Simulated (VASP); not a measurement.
Wanted: the native input for a VASP 6.6.1 run.

| Property | Result |
| --- | --- |
| Task | relaxation of cell and atoms |
| Functional | revPBE |
| Potentials or basis | VASP PAW PBE potentials, release 64 (Pt) |
| Cutoff | 600 eV |
| k mesh | 10 × 10 × 10 |
| Occupations | fermi-dirac, width 0.1 eV |
| Spin | no spin polarisation |
| Dipole correction | no |
| Further INCAR settings | ALGO = Normal; EDIFF = 1e-07; IBRION = 2; EDIFFG = -0.01; NSW = 80; ISIF = 3 |

The structure of Pt lies in POSCAR:

```
Pt
1.0
    0.0000000000      2.7314125730      2.7314125730
    2.7314125730      0.0000000000      2.7314125730
    2.7314125730      2.7314125730      0.0000000000
Pt
2
Direct
    0.1250000000      0.1250000000      0.1250000000
    0.8750000000      0.8750000000      0.8750000000
```

This isn't the form of Pt at room conditions, which is fcc.

One way to write it, as run:

INCAR

```
SYSTEM = Pt
PREC = Accurate ; ENCUT = 600
EDIFF = 1E-7 ; ISMEAR = -1
SIGMA = 0.1 ; LREAL = .FALSE.
LASPH = .TRUE. ; NELM = 60
ALGO = Normal ; ISIF = 3
LWAVE = .FALSE. ; LCHARG = .FALSE.
GGA = RE ; IBRION = 2
NSW = 80 ; EDIFFG = -0.01
```

KPOINTS

```
regular mesh
0
G
  10 10 10
  0 0 0
```

Potentials or basis: VASP PAW PBE potentials, release 64 (Pt).

Command:

```sh
$ cat potpaw_PBE.64/Pt/POTCAR > POTCAR
$ mpirun -np 1 vasp_std > vasp.out
```

Results of the run:

```json
{
  "Relaxed volume": "24.50 Å³/atom",
  "Relaxed cell": "a = 4.107 Å, b = 4.107 Å, c = 4.107 Å, α = 60.00°, β = 60.00°, γ = 60.00°",
  "Space group after relaxing (to 0.1 Å)": "Fd-3m (No. 227)",
  "Energy gained by relaxing": "335.9 meV/atom",
  "Ionic steps": "5",
  "Pressure after relaxing": "0.0 GPa",
  "Band gap on the k mesh": "zero (bands 10 and 11 overlap by 0.56 eV)"
}
```

Caveat: the volume moved by over 15 % at a fixed basis, so the end points are rough; the PAW data sets were made with another functional, which shifts forces and pressure a little; spin-orbit coupling is left out, which moves the levels of the heavy elements.

Run time: 2 min on 1 thread of AMD EPYC 7R13, on a shared host, peak memory 0.18 GiB.
